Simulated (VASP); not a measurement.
# ZrB in VASP: single point with PBE

Aim: the single point of ZrB with PBE.

Everything below comes from runs of VASP 6.6.1. Logs are shortened: lines on timing, memory, paths and dates and some standing lists are left out, and cuts for length are marked.

**1. The cell of the first run**

The typed cell holds 4 atoms: a = 4.127 Å, b = 4.127 Å, c = 4.832 Å, α = 90.00°, β = 90.00°, γ = 120.00°.

**2. Single point, PBE**

Contents of INCAR:

```
  PREC = Accurate
  ENCUT = 520
  EDIFF = 1E-7
  ISMEAR = -1
  SIGMA = 0.05
  LREAL = False
  LASPH = True
  NELM = 60
  ALGO = Normal
  ISIF = 2
  LWAVE = False
  LCHARG = False
  GGA = PE
  NBANDS = 23
```

Contents of KPOINTS:

```
Automatic mesh
0
Gamma
  14 14 8
```

Contents of POSCAR:

```
ZrB
1.0
    4.1272806476      0.0000000000      0.0000000000
   -2.0636403238      3.5743298893      0.0000000000
    0.0000000000      0.0000000000      4.8321362179
Zr B
2 2
Direct
    0.3333333333      0.6666666667     -0.0624776890
    0.6666666667      0.3333333333      0.4375223110
    0.3333333333      0.6666666667      0.4374776890
    0.6666666667      0.3333333333      0.9374776890
```

Potentials or basis: VASP PAW PBE potentials, release 64 (Zr_sv, B).

The run is started by

```bash
> cat potpaw_PBE.64/Zr_sv/POTCAR potpaw_PBE.64/B/POTCAR > POTCAR
> mpirun -np 1 vasp_std > vasp.out
```

OUTCAR:

```text
PREC = Accurate
   ENCUT = 520
   EDIFF = 1E-7
   ISMEAR = -1
   LREAL = False
   LASPH = True
   NELM = 60
   ISIF = 2
   GGA = PE

 ion  position               nearest neighbor table
   1  0.333  0.667  0.938-   4 2.38   4 2.38   4 2.38   3 2.42   3 2.42   2 3.39   2 3.39   2 3.39
                             2 3.39   2 3.39   2 3.39
   2  0.667  0.333  0.438-   3 2.38   3 2.38   3 2.38   4 2.42   4 2.42   1 3.39   1 3.39   1 3.39
                             1 3.39   1 3.39   1 3.39
   3  0.333  0.667  0.437-   2 2.38   2 2.38   2 2.38   1 2.42   1 2.42
   4  0.667  0.333  0.937-   1 2.38   1 2.38   1 2.38   2 2.42   2 2.42

  LATTYP: Found a hexagonal cell.
 ALAT       =     4.1272806476
 C/A-ratio  =     1.1707796563

  Lattice vectors:

 A1 = (   4.1272806476,   0.0000000000,   0.0000000000)
 A2 = (  -2.0636403238,   3.5743298893,   0.0000000000)
 A3 = (   0.0000000000,   0.0000000000,   4.8321362179)

Analysis of symmetry for initial positions (statically):
=====================================================================
 Subroutine PRICEL returns:
 Original cell was already a primitive cell.

 Routine SETGRP: Setting up the symmetry group for a
 hexagonal supercell.

 Subroutine GETGRP returns: Found 12 space group operations
 (whereof  6 operations were pure point group operations)
 out of a pool of 24 trial point group operations.

The static configuration has the point symmetry C_3v.
 The point group associated with its full space group is C_6v.

Analysis of symmetry for dynamics (positions and initial velocities):
=====================================================================
 Subroutine PRICEL returns:
 Original cell was already a primitive cell.

 Routine SETGRP: Setting up the symmetry group for a
 hexagonal supercell.

 Subroutine GETGRP returns: Found 12 space group operations
 (whereof  6 operations were pure point group operations)
 out of a pool of 24 trial point group operations.

The dynamic configuration has the point symmetry C_3v.
 The point group associated with its full space group is C_6v.

 Subroutine INISYM returns: Found 12 space group operations
 (whereof  6 operations are pure point group operations),
 and found     1 'primitive' translations

----------------------------------------------------------------------------------------

                                     Primitive cell

  volume of cell :      71.2849

  direct lattice vectors                    reciprocal lattice vectors
     4.127280648  0.000000000  0.000000000     0.242290284  0.139886361  0.000000000
    -2.063640324  3.574329889  0.000000000     0.000000000  0.279772721  0.000000000
     0.000000000  0.000000000  4.832136218     0.000000000  0.000000000  0.206947808

  length of vectors
     4.127280648  4.127280648  4.832136218     0.279772721  0.279772721  0.206947808

  position of ions in fractional coordinates (direct lattice)
     0.333333333  0.666666667  0.937522311
     0.666666667  0.333333333  0.437522311
     0.333333333  0.666666667  0.437477689
     0.666666667  0.333333333  0.937477689

  ion indices of the primitive-cell ions
   primitive index   ion index
                 1           1
                 2           2
                 3           3
                 4           4

----------------------------------------------------------------------------------------

 KPOINTS: Automatic mesh

Automatic generation of k-mesh.
 Grid dimensions read from file:
 generate k-points for:   14   14    8

 Generating k-lattice:

  Cartesian coordinates                     Fractional coordinates (reciprocal lattice)
     0.017306449  0.009991883  0.000000000     0.071428571  0.000000000  0.000000000
     0.000000000  0.019983766  0.000000000     0.000000000  0.071428571  0.000000000
     0.000000000  0.000000000  0.025868476     0.000000000  0.000000000  0.125000000

  Length of vectors
     0.019983766  0.019983766  0.025868476

  Shift w.r.t. Gamma in fractional coordinates (k-lattice)
     0.000000000  0.000000000  0.000000000

 Subroutine IBZKPT returns following result:
 ===========================================

 Found    120 irreducible k-points:

 Following reciprocal coordinates:
            Coordinates               Weight
  0.000000  0.000000  0.000000      1.000000
  0.071429  0.000000  0.000000      6.000000
  0.142857  0.000000  0.000000      6.000000
  0.214286  0.000000  0.000000      6.000000
  0.285714  0.000000  0.000000      6.000000
  0.357143  0.000000  0.000000      6.000000
[... 16 lines left out ...]
  0.285714  0.285714  0.000000      6.000000
  0.357143  0.285714  0.000000      6.000000
 [... further k-points ...]
   k-points           NKPTS =    120   k-points in BZ     NKDIM =    120   number of bands    NBANDS=     23
   number of dos      NEDOS =    301   number of ions     NIONS =      4
   total plane-waves  NPLWV =  36864
   dimension x,y,z NGX =    32 NGY =   32 NGZ =   36
   dimension x,y,z NGXF=    64 NGYF=   64 NGZF=   72
   ions per type =               2   2
   NGX,Y,Z   is equivalent  to a cutoff of  12.89, 12.89, 12.39 a.u.
   NGXF,Y,Z  is equivalent  to a cutoff of  25.78, 25.78, 24.77 a.u.
 SYSTEM =  unknown system
   PREC   = accura    normal or accurate (medium, high low for compatibility)
   ISTART =      0    job   : 0-new  1-cont  2-samecut
   ICHARG =      2    charge: 1-file 2-atom 10-const
   ISPIN  =      1    spin polarized calculation?
   LNONCOLLINEAR =      F non collinear calculations
   LSORBIT =      F    spin-orbit coupling
   LASPH  =      T    aspherical Exc in radial PAW
   ENCUT  =  520.0 eV  38.22 Ry    6.18 a.u.   7.67  7.67  8.98*2*pi/ulx,y,z
   NELM   =     60;   NELMIN=  2; NELMDL= -5     # of ELM steps
   EDIFF  = 0.1E-06   stopping-criterion for ELM
   LREAL  =      F    real-space projection
   EDIFFG = 0.1E-05   stopping-criterion for IOM
   NSW    =      0    number of steps for IOM
   IBRION =     -1    ionic relax: 0-MD 1-quasi-New 2-CG
   NFREE  =      0    steps in history (QN), initial steepest desc. (CG)
   ISIF   =      2    stress and relaxation
   ISYM   =      2    0-nonsym 1-usesym 2-fastsym
   POTIM  = 0.5000    time-step for ionic-motion
   TEBEG  =    0.0;   TEEND  =   0.0 temperature during run
   PSTRESS=    0.0 pullay stress
   NELECT =      30.0000    total number of electrons
   NUPDOWN=      -1.0000    fix difference up-down
   EMIN   =  10.00;   EMAX   =-10.00  energy-range for DOS
   EFERMI =   0.00;   METHOD = LEGACY
   ISMEAR =    -1;   SIGMA  =   0.05  broadening in eV -4-tet -1-fermi 0-gaus
   EFERMI_NEDOS =   21; number of points for ismear=-14 and -15
   IALGO  =     38    algorithm
   IMIX   =      4    mixing-type and parameters
     AMIX     =   0.40;   BMIX     =  1.00
     AMIX_MAG =   1.60;   BMIX_MAG =  1.00
  volume/ion in A,a.u.               =      17.82       120.26
  Fermi-wavevector in a.u.,A,eV,Ry     =   1.226825  2.318363 20.478126  1.505100
  Thomas-Fermi vector in A             =   2.361811
   LORBIT       =      0    0 simple, 1 ext, 2 COOP (PROOUT), +10 PAW based schemes
   GGA     = PE    functional components
   LHFCALC =     F    Hartree Fock is set to
   AEXX    =    0.0000 exact exchange contribution
   IVDW    =     0    specifies the selected vdW correction
   LEPSILON=     F    determine dielectric tensor
   LRPA    =     F    only Hartree local field effects (RPA)
 non-spin polarized calculation
  energy-cutoff  :      520.00
  volume of cell :       71.28
 maximum number of plane-waves:      1962
 NGX is ok and might be reduce to    32
   NGX = 15   NGY = 15   NGZ = 17

 number of electron      30.0000001 magnetization

 Free energy of the ion-electron system (eV)
  ---------------------------------------------------
  ext. energy  EPLUGINS =         0.00000000
  ---------------------------------------------------
  free energy    TOTEN  =       -29.73535307 eV

  energy without entropy =      -29.68976847  energy(sigma->0) =      -29.71256077

 E-fermi :   5.4376     XC(G=0): -10.3755

 val. band max:        5.4340690399   @ k =   0.4286   0.1429   0.0000
 cond. band min:       5.4431220177   @ k =   0.3571   0.2143   0.0000
 fundamental gap:      0.0090529778
 Fermi energy:         5.4376258787

 k-point     1 :       0.0000    0.0000    0.0000
  band No.  band energies     occupation
      1     -42.3478      2.00000
      2     -42.2728      2.00000
      3     -20.5690      2.00000
      4     -20.4616      2.00000
      5     -20.4616      2.00000
      6     -20.2919      2.00000
[... 15 lines left out ...]
     22      12.2573      0.00000
     23      13.4495      0.00000

 k-point     2 :       0.0714    0.0000    0.0000
  band No.  band energies     occupation
      1     -42.3468      2.00000
      2     -42.2735      2.00000
      3     -20.5638      2.00000
      4     -20.4643      2.00000
      5     -20.4641      2.00000
      6     -20.2969      2.00000
[... 15 lines left out ...]
     22      12.2580      0.00000
     23      13.2501      0.00000

 k-point     3 :       0.1429    0.0000    0.0000
  band No.  band energies     occupation
      1     -42.3439      2.00000
      2     -42.2755      2.00000
      3     -20.5486      2.00000
      4     -20.4719      2.00000
      5     -20.4712      2.00000
      6     -20.3110      2.00000
[... 15 lines left out ...]
     22      12.0247      0.00000
     23      12.7226      0.00000

 k-point     4 :       0.2143    0.0000    0.0000
  band No.  band energies     occupation
      1     -42.3393      2.00000
      2     -42.2787      2.00000
      3     -20.5245      2.00000
      4     -20.4823      2.00000
      5     -20.4814      2.00000
      6     -20.3313      2.00000
[... 15 lines left out ...]
     22      11.2705      0.00000
     23      11.8849      0.00000

 k-point     5 :       0.2857    0.0000    0.0000
  band No.  band energies     occupation
      1     -42.3336      2.00000
      2     -42.2829      2.00000
      3     -20.4937      2.00000
      4     -20.4935      2.00000
      5     -20.4928      2.00000
      6     -20.3536      2.00000
[... 434 lines left out ...]
 k-point    22 :       0.3571    0.2143    0.0000
  band No.  band energies     occupation
      1     -42.3145      2.00000
      2     -42.2988      2.00000
      3     -20.5488      2.00000
      4     -20.4653      2.00000
      5     -20.4090      2.00000
      6     -20.3873      2.00000
[... 15 lines left out ...]
     22      10.5682      0.00000
     23      10.8936      0.00000

 k-point    23 :       0.2857    0.2857    0.0000
  band No.  band energies     occupation
      1     -42.3135      2.00000
      2     -42.2997      2.00000
      3     -20.5519      2.00000
      4     -20.4579      2.00000
      5     -20.4139      2.00000
      6     -20.3817      2.00000
[... 15 lines left out ...]
     22      10.6973      0.00000
     23      11.0565      0.00000

 k-point    24 :       0.3571    0.2857    0.0000
  band No.  band energies     occupation
      1     -42.3096      2.00000
      2     -42.3034      2.00000
      3     -20.5557      2.00000
      4     -20.4476      2.00000
      5     -20.4255      2.00000
      6     -20.3586      2.00000
[... 15 lines left out ...]
     22      10.8832      0.00000
     23      10.9653      0.00000

 [... further k-points ...]
[... 5 lines left out ...]
  --------------------------------------------------------------------------------------
  -------------------------------------------------------------------------------------
  Total        0.0459247      0.0459247      0.0371745      0.0000000      0.0000000      0.0000000
  in kB        1.0321891      1.0321891      0.8355222      0.0000000      0.0000000      0.0000000
  external PRESSURE =       0.9666335 kB  Pullay stress =       0.0000000 kB

 VOLUME and BASIS-vectors are now :
 -----------------------------------------------------------------------------
  energy-cutoff  :      520.00
  volume of cell :       71.28
      direct lattice vectors                 reciprocal lattice vectors
     4.127280648  0.000000000  0.000000000     0.242290284  0.139886361  0.000000000
    -2.063640324  3.574329889  0.000000000     0.000000000  0.279772721  0.000000000
     0.000000000  0.000000000  4.832136218     0.000000000  0.000000000  0.206947808

 POSITION                                       TOTAL-FORCE (eV/Angst)
 -----------------------------------------------------------------------------------
     -0.00000      2.38289      4.53024        -0.000000      0.000000     -0.001096
      2.06364      1.19144      2.11417         0.000000     -0.000000     -0.001096
     -0.00000      2.38289      2.11395         0.000000      0.000000      0.001096
      2.06364      1.19144      4.53002         0.000000      0.000000      0.001096
 -----------------------------------------------------------------------------------
    total drift:                               -0.000000      0.000000     -0.000001

  FREE ENERGIE OF THE ION-ELECTRON SYSTEM (eV)
  ---------------------------------------------------
  free  energy   TOTEN  =       -29.7353530652 eV

  energy  without entropy=      -29.6897684742  energy(sigma->0) =      -29.71256077
```

Run time: 5 min. Hardware: 1 thread of AMD EPYC 7R13, shared host; peak memory 0.27 GiB.

Results:

```
Free energy            : -29.7354 eV
Pressure               : 0.1 GPa
Band gap on the k mesh : zero (band 15 reaches 5.78 eV, above the bottom of band 16 at 4.17 eV)
```
